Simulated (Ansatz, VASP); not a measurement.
## One calculation of Zn2C, two programs

```
CELL_PARAMETERS angstrom
0.00000 2.60347 2.60347
2.60347 0.00000 2.60347
2.60347 2.60347 0.00000
ATOMIC_POSITIONS crystal
C 0.00000 0.00000 0.00000
Zn 0.25000 0.25000 0.25000
Zn 0.75000 0.75000 0.75000
```

Alike in both runs: task single point; functional r2SCAN; k mesh 8 × 8 × 8; occupations fermi-dirac, width 0.02 eV; no spin polarisation.

```csv
,VASP,Ansatz
version,VASP 6.6.1,Ansatz 0.2.0
potentials or method,"VASP PAW PBE potentials, release 64 (C, Zn)","plane waves, PAW"
plane-wave cutoff (eV),520,500
valence electrons in the cell,28,28
```

VASP gave:

- pressure (GPa): -3.4

What did Ansatz give for the same quantities?

Pressure (GPa): -4.0.

VASP's potentials were made for PBE, not for r2SCAN. The functional is the same, so the differences come from potentials, cutoffs and numerics.
